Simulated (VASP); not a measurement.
# Zn3SnO3 (P-6m2) in VASP: single point with r2SCAN

Aim: the single point of Zn3SnO3 with r2SCAN.

All numbers are computed with VASP 6.6.1; they aren't measurements. Logs are shortened: lines on timing, memory, paths and dates and some standing lists are left out, and cuts for length are marked.

## 1. The cell of the first run

Symmetry: P-6m2, No. 187, hexagonal system. Conventional cell: a = 3.370 Å, b = 3.370 Å, c = 11.072 Å, α = 90.00°, β = 90.00°, γ = 120.00°. Zn (site symmetry 3m) has 4 O at 1.95 to 2.36 Å within 2.6 Å. Zn (site symmetry -6m2) has 5 O at 1.95 to 2.37 Å within 2.6 Å. Within 4.4 Å of Sn (site symmetry -6m2) lie 6 Sn at 3.37 Å and 6 O at 3.71 Å and 6 Zn at 3.73 Å. Within 2.6 Å of O (site symmetry 3m) lie 4 Zn at 1.95 to 2.37 Å. O (site symmetry -6m2) has 5 Zn at 1.95 to 2.36 Å within 2.6 Å.

## 2. Single point, r2SCAN

POSCAR reads:

```
Zn3SnO3
1.0
    3.3702094591      0.0000000000      0.0000000000
   -1.6851047296      2.9186870077      0.0000000000
    0.0000000000      0.0000000000     11.0723627386
Zn Sn O
3 1 3
Direct
    0.6666666667      0.3333333333      0.7870046989
    0.3333333333      0.6666666667      0.0000000000
    0.6666666667      0.3333333333      0.2129953011
    0.0000000000      0.0000000000      0.5000000000
    0.3333333333      0.6666666667      0.7857161696
    0.6666666667      0.3333333333      0.0000000000
    0.3333333333      0.6666666667      0.2142838304
```

INCAR.step1 reads:

```
SYSTEM = Zn3SnO3
ALGO = Normal
EDIFF = 1E-5
ENCUT = 660
GGA = PE
GGA_COMPAT = .False.
ISMEAR = 0
LASPH = .True.
LCHARG = .False.
LREAL = .False.
LWAVE = .True.
NBANDS = 43
NELM = 120
PREC = Accurate
SIGMA = 0.1
```

INCAR.step2 reads:

```
SYSTEM = Zn3SnO3
ALGO = Normal
EDIFF = 1E-6
ENCUT = 660
GGA_COMPAT = .False.
ISIF = 2
ISMEAR = 0
ISTART = 1
LASPH = .True.
LCHARG = .True.
LELF = .True.
LMIXTAU = .True.
LREAL = .False.
LVHAR = .True.
LWAVE = .False.
METAGGA = R2SCAN
NBANDS = 43
NELM = 120
PREC = Accurate
SIGMA = 0.1
```

KPOINTS reads:

```
k-points
0
Gamma
  12 12 4
  0 0 0
```

Potentials or basis: VASP PAW PBE potentials, release 64 (Zn, Sn_d, O).

Run with:

```
cat potpaw_PBE.64/Zn/POTCAR potpaw_PBE.64/Sn_d/POTCAR potpaw_PBE.64/O/POTCAR > POTCAR
cp INCAR.step1 INCAR
mpirun -np 1 vasp_std > vasp.out
cp INCAR.step2 INCAR
mpirun -np 1 vasp_std > vasp.out
```

OUTCAR:

```text
SYSTEM = Zn3SnO3
   EDIFF = 1E-6
   ENCUT = 660
   ISIF = 2
   ISMEAR = 0
   ISTART = 1
   LASPH = .True.
   LREAL = .False.
   METAGGA = R2SCAN
   NELM = 120
   PREC = Accurate

 ion  position               nearest neighbor table
   1  0.667  0.333  0.787-   5 1.95   5 1.95   5 1.95   6 2.36
   2  0.333  0.667  0.000-   6 1.95   6 1.95   6 1.95   7 2.37   5 2.37
   3  0.667  0.333  0.213-   7 1.95   7 1.95   7 1.95   6 2.36
   4  0.000  0.000  0.500-
   5  0.333  0.667  0.786-   1 1.95   1 1.95   1 1.95   2 2.37
   6  0.667  0.333  0.000-   2 1.95   2 1.95   2 1.95   3 2.36   1 2.36
   7  0.333  0.667  0.214-   3 1.95   3 1.95   3 1.95   2 2.37

  LATTYP: Found a hexagonal cell.
 ALAT       =     3.3702094591
 C/A-ratio  =     3.2853633796

  Lattice vectors:

 A1 = (   3.3702094591,   0.0000000000,   0.0000000000)
 A2 = (  -1.6851047296,   2.9186870077,   0.0000000000)
 A3 = (   0.0000000000,   0.0000000000,  11.0723627386)

Analysis of symmetry for initial positions (statically):
=====================================================================
 Subroutine PRICEL returns:
 Original cell was already a primitive cell.

 Routine SETGRP: Setting up the symmetry group for a
 hexagonal supercell.

 Subroutine GETGRP returns: Found 12 space group operations
 (whereof 12 operations were pure point group operations)
 out of a pool of 24 trial point group operations.

The static configuration has the point symmetry D_3h.

Analysis of symmetry for dynamics (positions and initial velocities):
=====================================================================
 Subroutine PRICEL returns:
 Original cell was already a primitive cell.

 Routine SETGRP: Setting up the symmetry group for a
 hexagonal supercell.

 Subroutine GETGRP returns: Found 12 space group operations
 (whereof 12 operations were pure point group operations)
 out of a pool of 24 trial point group operations.

The dynamic configuration has the point symmetry D_3h.

 Subroutine INISYM returns: Found 12 space group operations
 (whereof 12 operations are pure point group operations),
 and found     1 'primitive' translations

----------------------------------------------------------------------------------------

                                     Primitive cell

[... 100 lines left out ...]
   EDIFF  = 0.1E-05   stopping-criterion for ELM
   LREAL  =      F    real-space projection
   EDIFFG = 0.1E-04   stopping-criterion for IOM
   NSW    =      0    number of steps for IOM
   IBRION =     -1    ionic relax: 0-MD 1-quasi-New 2-CG
   NFREE  =      0    steps in history (QN), initial steepest desc. (CG)
   ISIF   =      2    stress and relaxation
   ISYM   =      2    0-nonsym 1-usesym 2-fastsym
   POTIM  = 0.5000    time-step for ionic-motion
   TEBEG  =    0.0;   TEEND  =   0.0 temperature during run
   PSTRESS=    0.0 pullay stress
   NELECT =      68.0000    total number of electrons
   NUPDOWN=      -1.0000    fix difference up-down
   EMIN   =  10.00;   EMAX   =-10.00  energy-range for DOS
   EFERMI =   0.00;   METHOD = LEGACY
   ISMEAR =     0;   SIGMA  =   0.10  broadening in eV -4-tet -1-fermi 0-gaus
   EFERMI_NEDOS =   21; number of points for ismear=-14 and -15
   IALGO  =     38    algorithm
   IMIX   =      4    mixing-type and parameters
     AMIX     =   0.40;   BMIX     =  1.00
     AMIX_MAG =   1.60;   BMIX_MAG =  1.00
  volume/ion in A,a.u.               =      15.56       105.00
  Fermi-wavevector in a.u.,A,eV,Ry     =   1.399210  2.644123 26.637331  1.957789
  Thomas-Fermi vector in A             =   2.522292
   LORBIT       =      0    0 simple, 1 ext, 2 COOP (PROOUT), +10 PAW based schemes
   METAGGA = R2SCAN    functional components
   LHFCALC =     F    Hartree Fock is set to
   AEXX    =    0.0000 exact exchange contribution
   IVDW    =     0    specifies the selected vdW correction
   LEPSILON=     F    determine dielectric tensor
   LRPA    =     F    only Hartree local field effects (RPA)
 non-spin polarized calculation
 Gauss-broadening in eV      SIGMA  =   0.10
  energy-cutoff  :      660.00
  volume of cell :      108.91
 maximum number of plane-waves:      4232
   NGX = 15   NGY = 15   NGZ = 47

 number of electron      67.9999990 magnetization

 Free energy of the ion-electron system (eV)
  ---------------------------------------------------
  ext. energy  EPLUGINS =         0.00000000
  ---------------------------------------------------
  free energy    TOTEN  =       -77.62027161 eV

  energy without entropy =      -77.61190666  energy(sigma->0) =      -77.61608914

 E-fermi :   3.0917     XC(G=0): -10.9347

 val. band max:        3.0830422391   @ k =   0.1667   0.1667   0.2500
 cond. band min:       3.1088919502   @ k =   0.2500   0.0833   0.0000
 fundamental gap:      0.0258497112
 Fermi energy:         3.0916761675

 k-point     1 :       0.0000    0.0000    0.0000
  band No.  band energies     occupation
      1     -19.1751      2.00000
      2     -19.0358      2.00000
      3     -19.0358      2.00000
      4     -19.0286      2.00000
      5     -19.0286      2.00000
      6     -17.1722      2.00000
[... 1093 lines left out ...]
     42      11.0139      0.00000
     43      11.4467      0.00000

 [... further k-points ...]

------------------------ aborting loop because EDIFF is reached ----------------------------------------

  FORCE on cell =-STRESS in cart. coord.  units (eV):
  Direction    XX          YY          ZZ          XY          YZ          ZX
  --------------------------------------------------------------------------------------
  -------------------------------------------------------------------------------------
  Total       -2.8576603     -2.8576603     -1.8445379      0.0000000     -0.0000000      0.0000000
  in kB      -42.0374588    -42.0374588    -27.1339763      0.0000000     -0.0000000      0.0000000
  external PRESSURE =     -37.0696313 kB  Pullay stress =       0.0000000 kB

 VOLUME and BASIS-vectors are now :
 -----------------------------------------------------------------------------
  energy-cutoff  :      660.00
  volume of cell :      108.91
      direct lattice vectors                 reciprocal lattice vectors
     3.370209459  0.000000000  0.000000000     0.296717463  0.171309907  0.000000000
    -1.685104730  2.918687008  0.000000000     0.000000000  0.342619814  0.000000000
     0.000000000  0.000000000 11.072362739     0.000000000  0.000000000  0.090314960

 POSITION                                       TOTAL-FORCE (eV/Angst)
 -----------------------------------------------------------------------------------
      1.68510      0.97290      8.71400        -0.000000     -0.000000      0.154777
     -0.00000      1.94579      0.00000         0.000000      0.000000      0.000000
      1.68510      0.97290      2.35836        -0.000000     -0.000000     -0.154777
      0.00000      0.00000      5.53618        -0.000000      0.000000      0.000000
     -0.00000      1.94579      8.69973         0.000000     -0.000000      0.117993
      1.68510      0.97290      0.00000        -0.000000      0.000000      0.000000
     -0.00000      1.94579      2.37263         0.000000     -0.000000     -0.117993
 -----------------------------------------------------------------------------------
    total drift:                                0.000003     -0.000002      0.000000

  FREE ENERGIE OF THE ION-ELECTRON SYSTEM (eV)
  ---------------------------------------------------
  free  energy   TOTEN  =       -77.6202716088 eV

  energy  without entropy=      -77.6119066616  energy(sigma->0) =      -77.61608914
```

OSZICAR.step1:

```text
N       E                     dE             d eps       ncg     rms          rms(c)
DAV:   1     0.783532147554E+03    0.78353E+03   -0.37773E+04  4905   0.269E+03
DAV:   2     0.110381733476E+03   -0.67315E+03   -0.64369E+03  4942   0.627E+02
DAV:   3    -0.248777020616E+02   -0.13526E+03   -0.13169E+03  5247   0.231E+02
DAV:   4    -0.346593390624E+02   -0.97816E+01   -0.96936E+01  5848   0.633E+01
DAV:   5    -0.348353269138E+02   -0.17599E+00   -0.17568E+00  5609   0.929E+00    0.180E+01
DAV:   6    -0.290871063306E+02    0.57482E+01   -0.18640E+01  8674   0.632E+01    0.106E+01
DAV:   7    -0.294274670745E+02   -0.34036E+00   -0.54707E+00  5234   0.171E+01    0.662E+00
DAV:   8    -0.294788491734E+02   -0.51382E-01   -0.17679E+00  6761   0.916E+00    0.275E+00
DAV:   9    -0.293341649596E+02    0.14468E+00   -0.42947E-01  8196   0.842E+00    0.561E-01
DAV:  10    -0.293405676462E+02   -0.64027E-02   -0.10300E-01  5202   0.174E+00    0.118E-01
DAV:  11    -0.293410337569E+02   -0.46611E-03   -0.19096E-03  6425   0.399E-01    0.746E-02
DAV:  12    -0.293411333469E+02   -0.99590E-04   -0.41874E-04  5798   0.279E-01    0.206E-02
DAV:  13    -0.293411365484E+02   -0.32015E-05   -0.69201E-05  5660   0.100E-01
   1 F= -.29341137E+02 E0= -.29336229E+02  d E =-.981476E-02
```

Wall time 35 min (1 thread of Intel Xeon 8259CL, shared host); peak memory 0.52 GiB.

Results:

```
Free energy            : -77.6203 eV
Pressure               : -3.7 GPa
Largest force          : 0.155 eV/Å
Band gap on the k mesh : zero (bands 34 and 35 overlap by 1.30 eV)
```

Forces in eV/Å, atoms in the order of the input:
```
Zn   0.000  0.000  0.155
Zn   0.000  0.000  0.000
Zn   0.000  0.000 -0.155
Sn   0.000  0.000  0.000
O    0.000  0.000  0.118
O    0.000  0.000  0.000
O    0.000  0.000 -0.118
```

Caveat: the cell stands under tension; the PAW data sets were made with another functional, which shifts forces and pressure a little; spin-orbit coupling is left out, which moves the levels of the heavy elements.
